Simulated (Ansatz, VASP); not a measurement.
## Y: VASP beside Ansatz

```
CELL_PARAMETERS angstrom
-3.11215 3.11215 1.70445
3.11215 -3.11215 1.70445
3.11215 3.11215 -1.70445
ATOMIC_POSITIONS crystal
Y 0.62500 0.87500 0.75000
Y 0.37500 0.12500 0.25000
```

Alike in both runs: functional PBE; k mesh 14 × 14 × 14; occupations fermi-dirac, width 0.08 eV; no spin polarisation.

Ansatz relaxed the structure, and its values are those at the end. VASP's run is a single point on that final structure, the one shown.

|  | VASP | Ansatz |
| --- | --- | --- |
| version | VASP 6.6.1 | Ansatz 0.2.0 |
| potentials or method | VASP PAW PBE potentials, release 64 (Y_sv) | PAW with Ansatz's default frozen-core files, scalar-relativistic |
| plane-wave cutoff (eV) | 520 | 420 |
| valence electrons in the cell | 22 | 22 |

```tsv
	VASP	Ansatz	Ansatz less VASP
pressure (GPa)	-0.1	0.0	+0.06
```
